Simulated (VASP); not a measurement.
# SiC (P6_3mc) in VASP: further runs, part 2 of 2

VASP 6.6.1.

## (4) Single point, r2SCAN

Contents of POSCAR:

```
SiC
1.0
    3.1360171929      0.0000000000      0.0000000000
   -1.5680085964      2.7158705557      0.0000000000
    0.0000000000      0.0000000000     10.2681602811
Si C
4 4
Direct
    0.0000000000      0.0000000000      0.1878943800
    0.0000000000      0.0000000000      0.6878943800
    0.3333333333      0.6666666667      0.4378419800
    0.6666666667      0.3333333333      0.9378419800
    0.0000000000      0.0000000000      0.0004600500
    0.0000000000      0.0000000000      0.5004600500
    0.3333333333      0.6666666667      0.2498025900
    0.6666666667      0.3333333333      0.7498025900
```

Contents of INCAR.step1:

```
SYSTEM = SiC
ALGO = Normal ; EDIFF = 1E-4
ENCUT = 520 ; GGA = PE
ISMEAR = -1 ; LASPH = .TRUE.
LCHARG = .FALSE. ; LREAL = .FALSE.
LWAVE = .TRUE. ; NBANDS = 26
NELM = 80 ; PREC = Accurate
SIGMA = 0.05
```

Contents of INCAR.step2:

```
SYSTEM = SiC
ALGO = Normal ; EDIFF = 1E-6
ENCUT = 520 ; ISIF = 2
ISMEAR = -1 ; ISTART = 1
LASPH = .TRUE. ; LCHARG = .FALSE.
LMIXTAU = .TRUE. ; LREAL = .FALSE.
LWAVE = .FALSE. ; METAGGA = R2SCAN
NBANDS = 26 ; NELM = 80
PREC = Accurate ; SIGMA = 0.05
```

Contents of KPOINTS:

```
k-points
0
G
  10 10 3
  0 0 0
```

Potentials or basis: VASP PAW PBE potentials, release 64 (Si, C).

Run with:

```sh
$ cat potpaw_PBE.64/Si/POTCAR potpaw_PBE.64/C/POTCAR > POTCAR
$ cp INCAR.step1 INCAR
$ mpirun -np 1 vasp_std > vasp.out
$ cp INCAR.step2 INCAR
$ mpirun -np 1 vasp_std > vasp.out
```

OUTCAR:

```text
SYSTEM = SiC
   EDIFF = 1E-6
   ENCUT = 520
   ISIF = 2
   ISMEAR = -1
   ISTART = 1
   LASPH = .TRUE.
   LREAL = .FALSE.
   METAGGA = R2SCAN
   NELM = 80
   PREC = Accurate

 ion  position               nearest neighbor table
   1  0.000  0.000  0.188-   7 1.92   7 1.92   7 1.92   5 1.92   3 3.14   3 3.14   3 3.14   4 3.14
                             4 3.14   4 3.14
   2  0.000  0.000  0.688-   8 1.92   8 1.92   8 1.92   6 1.92   4 3.14   4 3.14   4 3.14   3 3.14
                             3 3.14   3 3.14
   3  0.333  0.667  0.438-   6 1.92   6 1.92   6 1.92   7 1.93   1 3.14   1 3.14   1 3.14   2 3.14
                             2 3.14   2 3.14
   4  0.667  0.333  0.938-   5 1.92   5 1.92   5 1.92   8 1.93   2 3.14   2 3.14   2 3.14   1 3.14
                             1 3.14   1 3.14
   5  0.000  0.000  0.000-   4 1.92   4 1.92   4 1.92   1 1.92
   6  0.000  0.000  0.500-   3 1.92   3 1.92   3 1.92   2 1.92
   7  0.333  0.667  0.250-   1 1.92   1 1.92   1 1.92   3 1.93
   8  0.667  0.333  0.750-   2 1.92   2 1.92   2 1.92   4 1.93

  LATTYP: Found a hexagonal cell.
 ALAT       =     3.1360171929
 C/A-ratio  =     3.2742678530

  Lattice vectors:

 A1 = (   3.1360171929,   0.0000000000,   0.0000000000)
 A2 = (  -1.5680085964,   2.7158705557,   0.0000000000)
 A3 = (   0.0000000000,   0.0000000000,  10.2681602811)

Analysis of symmetry for initial positions (statically):
=====================================================================
 Subroutine PRICEL returns:
 Original cell was already a primitive cell.

 Routine SETGRP: Setting up the symmetry group for a
 hexagonal supercell.

 Subroutine GETGRP returns: Found 12 space group operations
 (whereof  6 operations were pure point group operations)
 out of a pool of 24 trial point group operations.

The static configuration has the point symmetry C_3v.
 The point group associated with its full space group is C_6v.

Analysis of symmetry for dynamics (positions and initial velocities):
=====================================================================
[... 149 lines left out ...]
   LHFCALC =     F    Hartree Fock is set to
   AEXX    =    0.0000 exact exchange contribution
   IVDW    =     0    specifies the selected vdW correction
   LEPSILON=     F    determine dielectric tensor
   LRPA    =     F    only Hartree local field effects (RPA)
 non-spin polarized calculation
  energy-cutoff  :      520.00
  volume of cell :       87.45
 maximum number of plane-waves:      2380
 NGX is ok and might be reduce to    24
   NGX = 11   NGY = 11   NGZ = 39

 number of electron      32.0000000 magnetization

 Free energy of the ion-electron system (eV)
  ---------------------------------------------------
  ext. energy  EPLUGINS =         0.00000000
  ---------------------------------------------------
  free energy    TOTEN  =       -77.12406602 eV

  energy without entropy =      -77.12406602  energy(sigma->0) =      -77.12406602

 E-fermi :   8.4962     XC(G=0): -11.6857

 val. band max:        7.4467347066   @ k =   0.0000   0.0000   0.0000
 cond. band min:      10.0250470104   @ k =   0.5000  -0.0000   0.0000
 fundamental gap:      2.5783123037
 Fermi energy:         8.4962054174

 k-point     1 :       0.0000    0.0000    0.0000
  band No.  band energies     occupation
      1      -8.3779      2.00000
      2      -7.2144      2.00000
      3      -7.1805      2.00000
      4      -4.9542      2.00000
      5      -1.1492      2.00000
      6       2.9818      2.00000
[... 685 lines left out ...]
     25      15.6412      0.00000
     26      16.6108      0.00000

 [... further k-points ...]

------------------------ aborting loop because EDIFF is reached ----------------------------------------

  FORCE on cell =-STRESS in cart. coord.  units (eV):
  Direction    XX          YY          ZZ          XY          YZ          ZX
  --------------------------------------------------------------------------------------
  -------------------------------------------------------------------------------------
  Total       -6.3856137     -6.3856137     -6.2989743     -0.0000000      0.0000000      0.0000000
  in kB     -116.9857825   -116.9857825   -115.3985306     -0.0000000      0.0000000      0.0000000
  external PRESSURE =    -116.4566986 kB  Pullay stress =       0.0000000 kB

 VOLUME and BASIS-vectors are now :
 -----------------------------------------------------------------------------
  energy-cutoff  :      520.00
  volume of cell :       87.45
      direct lattice vectors                 reciprocal lattice vectors
     3.136017193  0.000000000  0.000000000     0.318875803  0.184103031  0.000000000
    -1.568008596  2.715870556  0.000000000     0.000000000  0.368206061  0.000000000
     0.000000000  0.000000000 10.268160281     0.000000000  0.000000000  0.097388429

 POSITION                                       TOTAL-FORCE (eV/Angst)
 -----------------------------------------------------------------------------------
      0.00000      0.00000      1.92933        -0.000000      0.000000     -0.009921
      0.00000      0.00000      7.06341         0.000000     -0.000000     -0.009921
     -0.00000      1.81058      4.49583        -0.000000      0.000000      0.017333
      1.56801      0.90529      9.62991         0.000000      0.000000      0.017333
      0.00000      0.00000      0.00472         0.000000     -0.000000      0.001234
      0.00000      0.00000      5.13880         0.000000      0.000000      0.001234
     -0.00000      1.81058      2.56501         0.000000     -0.000000     -0.008645
      1.56801      0.90529      7.69909         0.000000      0.000000     -0.008645
 -----------------------------------------------------------------------------------
    total drift:                               -0.000000     -0.000000      0.000241

  FREE ENERGIE OF THE ION-ELECTRON SYSTEM (eV)
  ---------------------------------------------------
  free  energy   TOTEN  =       -77.1240660171 eV

  energy  without entropy=      -77.1240660171  energy(sigma->0) =      -77.12406602
```

OSZICAR.step1:

```text
N       E                     dE             d eps       ncg     rms          rms(c)
DAV:   1     0.682331827115E+02    0.68233E+02   -0.14296E+04  1456   0.111E+03
DAV:   2    -0.599575616455E+02   -0.12819E+03   -0.11916E+03  1930   0.186E+02
DAV:   3    -0.668921351104E+02   -0.69346E+01   -0.68830E+01  1968   0.404E+01
DAV:   4    -0.669862160346E+02   -0.94081E-01   -0.93926E-01  1856   0.550E+00
DAV:   5    -0.669879284562E+02   -0.17124E-02   -0.17113E-02  1908   0.706E-01    0.165E+01
DAV:   6    -0.602860938591E+02    0.67018E+01   -0.18726E+01  1886   0.187E+01    0.735E+00
DAV:   7    -0.601910148925E+02    0.95079E-01   -0.18925E+00  2040   0.611E+00    0.326E+00
DAV:   8    -0.601616428321E+02    0.29372E-01   -0.10014E-01  1774   0.153E+00    0.101E+00
DAV:   9    -0.601589138909E+02    0.27289E-02   -0.16703E-02  1872   0.694E-01    0.165E-01
DAV:  10    -0.601594586879E+02   -0.54480E-03   -0.16105E-03  1872   0.193E-01    0.816E-02
DAV:  11    -0.601595574383E+02   -0.98750E-04   -0.24289E-04  1482   0.946E-02
   1 F= -.60159557E+02 E0= -.60159557E+02  d E =-.378205E-10
```

Wall time 4.6 min (1 thread of Intel Xeon 8259CL, shared host); peak memory 0.23 GiB.

What came out:

* Free energy: -77.1241 eV
* Pressure: -11.6 GPa
* Largest force: 0.017 eV/Å
* Band gap on the k mesh: 2.58 eV (least direct gap 3.74 eV)

Forces in eV/Å, atoms in the order of the input:
```
Si   0.000  0.000 -0.010
Si   0.000  0.000 -0.010
Si   0.000  0.000  0.017
Si   0.000  0.000  0.017
C    0.000  0.000  0.001
C    0.000  0.000  0.001
C    0.000  0.000 -0.009
C    0.000  0.000 -0.009
```

Levels at points of the mesh, in eV from the valence-band top:
```
           k point  band 12  band 13  band 14  band 15  band 16  band 17  band 18  band 19  band 20  band 21
(0.00, 0.00, 0.00)    -0.61    -0.61    -0.05     0.00     0.00     5.15     5.74     6.20     6.37     7.13
(0.50, 0.00, 0.00)    -2.42    -2.40    -2.27    -1.60    -1.16     2.58     2.70     4.53     4.91     5.57
```

Caveat: the cell stands under tension; the PAW data sets were made with another functional, which shifts forces and pressure a little; an odd mesh through Γ misses points on the zone boundary, where band edges can lie.

## (5) Single point, LDA

This run uses another cell than the first one, of 10.14 Å³/atom.

Contents of INCAR:

```
SYSTEM = SiC
PREC = Accurate ; ENCUT = 520
EDIFF = 1E-6 ; ISMEAR = -1
SIGMA = 0.05 ; LREAL = .False.
LASPH = .True. ; NELM = 60
ALGO = Normal ; ISIF = 2
LWAVE = .False. ; LCHARG = .False.
NBANDS = 26
```

Contents of KPOINTS:

```
Automatic mesh
0
Gamma
  10 10 3
  0 0 0
```

Contents of POSCAR:

```
SiC
1.0
    3.0584254151      0.0000000000      0.0000000000
   -1.5292127075      2.6486741051      0.0000000000
    0.0000000000      0.0000000000     10.0121038776
Si C
4 4
Direct
    0.0000000000      0.0000000000      0.1879007660
    0.0000000000      0.0000000000      0.6879007660
    0.3333333333      0.6666666667      0.4378419413
    0.6666666667      0.3333333333      0.9378419413
    0.0000000000      0.0000000000      0.0004490457
    0.0000000000      0.0000000000      0.5004490457
    0.3333333333      0.6666666667      0.2498072470
    0.6666666667      0.3333333333      0.7498072470
```

Potentials or basis: VASP PAW LDA potentials, release 64 (Si, C).

Run with:

```sh
$ cat potpaw_LDA.64/Si/POTCAR potpaw_LDA.64/C/POTCAR > POTCAR
$ mpirun -np 1 vasp_std > vasp.out
```

Run time: 38 s. Hardware: 1 thread of Intel Xeon 8259CL, shared host; peak memory 0.19 GiB.

The run converged. Its results:

* Free energy: -66.5803 eV
* Pressure: 0.4 GPa
* Band gap on the k mesh: 2.17 eV (least direct gap 3.30 eV)

Levels at points of the mesh, in eV from the valence-band top:
| k point | band 12 | band 13 | band 14 | band 15 | band 16 | band 17 | band 18 | band 19 | band 20 | band 21 |
| --- | --- | --- | --- | --- | --- | --- | --- | --- | --- | --- |
| (0.00, 0.00, 0.00) | -0.59 | -0.59 | -0.05 | 0.00 | 0.00 | 5.22 | 5.79 | 6.43 | 6.56 | 6.98 |
| (0.50, 0.00, 0.00) | -2.42 | -2.39 | -2.24 | -1.60 | -1.13 | 2.17 | 2.30 | 4.18 | 4.78 | 5.27 |

Caveat: an odd mesh through Γ misses points on the zone boundary, where band edges can lie.

## (6) Overview

| level | potentials or basis | cell | gap on the mesh (eV) | pressure (GPa) | largest force (eV/Å) |
| --- | --- | --- | --- | --- | --- |
| BLYP+D3(BJ) | VASP PAW PBE potentials, release 64 (Si, C) | a = 3.136, b = 3.136, c = 10.268 Å, angles 90.0, 90.0, 120.0°, 8 atoms | 2.51 | -11.9 | 0.03 |
| LDA | VASP PAW LDA potentials, release 64 (Si, C) | a = 3.136, b = 3.136, c = 10.268 Å, angles 90.0, 90.0, 120.0°, 8 atoms | 2.15 | -14.6 | 0.02 |
| r2SCAN | VASP PAW PBE potentials, release 64 (Si, C) | a = 3.136, b = 3.136, c = 10.268 Å, angles 90.0, 90.0, 120.0°, 8 atoms | 2.58 | -11.6 | 0.02 |
| LDA | VASP PAW LDA potentials, release 64 (Si, C) | a = 3.058, b = 3.058, c = 10.012 Å, angles 90.0, 90.0, 120.0°, 8 atoms | 2.17 | 0.4 | - |

Alike in all rows: task single point; no spin polarisation; k mesh 10 × 10 × 3; cutoff (eV) 520; smearing fermi-dirac 0.05 eV.

Caveats: an odd mesh through Γ misses points on the zone boundary, where band edges can lie; the cell stands under tension (at least some runs); the PAW data sets were made with another functional, which shifts forces and pressure a little (at least some runs).

Total energies depend on the potentials used, so only differences within one code and one set of settings carry meaning.
